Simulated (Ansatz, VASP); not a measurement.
## In2GaP3 in VASP and in Ansatz

The input INCAR:

```
SYSTEM = In2GaP3
PREC = Accurate ; ENCUT = 600
EDIFF = 1E-6 ; ISMEAR = 0
SIGMA = 0.1 ; LREAL = .False.
LASPH = .True. ; NELM = 100
ALGO = Normal ; ISIF = 3
LWAVE = .False. ; LCHARG = .False.
GGA = PE ; IBRION = 2
NSW = 90 ; EDIFFG = -0.04
```

The input KPOINTS:

```
regular mesh
0
Gamma
  6 6 2
  0 0 0
```

The input POSCAR:

```
In2GaP3
1.0
    3.9391722500      0.0000000000      0.0000000000
   -1.9695861200      3.4114232400      0.0000000000
    0.0000000000      0.0000000000      9.6489620200
In Ga P
2 1 3
Direct
    0.6666666700      0.3333333300      0.8333333300
    0.3333333300      0.6666666700      0.1666666700
    0.0000000000      0.0000000000      0.5000000000
    0.3333333300      0.6666666700      0.6666666700
    0.6666666700      0.3333333300      0.3333333300
    0.0000000000      0.0000000000      0.0000000000
```

Input for Ansatz:

```yaml
crystal:
  lattice:
    - [3.93917225, 0.0, 0.0]
    - [-1.96958612, 3.41142324, 0.0]
    - [0.0, 0.0, 9.64896202]
  atoms:
    - { symbol: In, position: [0.66666667, 0.33333333, 0.83333333] }
    - { symbol: In, position: [0.33333333, 0.66666667, 0.16666667] }
    - { symbol: Ga, position: [0.0, 0.0, 0.5] }
    - { symbol: P, position: [0.33333333, 0.66666667, 0.66666667] }
    - { symbol: P, position: [0.66666667, 0.33333333, 0.33333333] }
    - { symbol: P, position: [0.0, 0.0, 0.0] }
basis:
  ecutwfc: 420
kpoints:
  mp_grid: { grid: [6, 6, 2] }
hamiltonian:
  xc: pbe
scf:
  occupations: { method: gaussian, width: 0.1 }
  lower_state_search: "off"
output:
  forces: true
  stress: true
  eigenvalues: true
relax:
  adjacent_minimum: "off"
  f_tol: 0.04
  max_steps: 70
  cell: { stress_tol: 0.4 }
```

Alike in both runs: task relaxation of cell and atoms; functional PBE; k mesh 6 × 6 × 2; occupations gaussian, width 0.1 eV; no spin polarisation.

|  | VASP | Ansatz |
| --- | --- | --- |
| version | VASP 6.6.1 | Ansatz 0.2.0 |
| potentials or method | VASP PAW PBE potentials, release 64 (In_d, Ga_d, P), cutoff 600 eV | scalar-relativistic, plane waves, PAW |
| valence electrons in the cell | 54 | 54 |

```csv
,VASP,Ansatz,Ansatz less VASP
"gap on the k mesh at the Fermi level, each at its own relaxed structure (eV)",none,none,-
relaxed volume (Å³/atom),19.84,19.85,+0.012
relaxed length of the cell vector where the two differ most in proportion (Å),9.488,9.491,+0.0025
```

A gap of «none» marks a metal or a gap that the smearing closes.
